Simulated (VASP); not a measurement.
Nb: single point with PBE

Crystal: Nb.

```
Nb
1.0
     4.39434    0.00000    0.00000
     0.00000    4.39434    0.00000
     0.00000    0.00000    4.39434
Nb
4
Cartesian
  0.1318 0.1318 0.1318
  2.0653 4.2625 2.3290
  2.3290 2.0653 4.2625
  4.2625 2.3290 2.0653
```

```yaml
Program: VASP 6.6.1
Task: single point
Functional: PBE
Potentials_or_basis: VASP PAW PBE potentials, release 64 (Nb_sv)
Cutoff: 520 eV
k_mesh: 4 × 4 × 4
Occupations: gaussian, width 0.1 eV
Spin: no spin polarisation
```

| Item | Value |
| --- | --- |
| Pressure | -13.4 GPa |
| Largest force | 0.747 eV/Å |
| Band gap on the k mesh | zero (band 26 reaches 9.85 eV, above the bottom of band 27 at 9.02 eV) |

Forces in eV/Å, atoms in the order of the input:
```
Nb  -0.431 -0.431 -0.431
Nb   0.431  0.431 -0.431
Nb  -0.431  0.431  0.431
Nb   0.431 -0.431  0.431
```

Levels at points of the mesh, in eV from the Fermi level:
```tsv
k point	band 23	band 24	band 25	band 26	band 27	band 28	band 29	band 30
(0.00, 0.00, 0.00)	-2.63	0.10	0.10	0.10	2.27	2.27	2.41	2.41
(0.50, 0.00, 0.00)	-0.96	-0.96	-0.84	-0.84	0.30	0.30	1.51	1.51
(0.50, 0.50, 0.00)	-1.15	-1.15	-0.73	-0.73	-0.33	-0.33	0.94	0.94
(0.50, 0.50, 0.50)	-0.08	-0.08	-0.01	-0.01	-0.01	-0.01	1.15	1.15
```

It took 20 s on 1 thread of Intel(R) Xeon(R) 6975P-C (Granite Rapids), with other jobs on the host, peak memory 0.19 GiB.
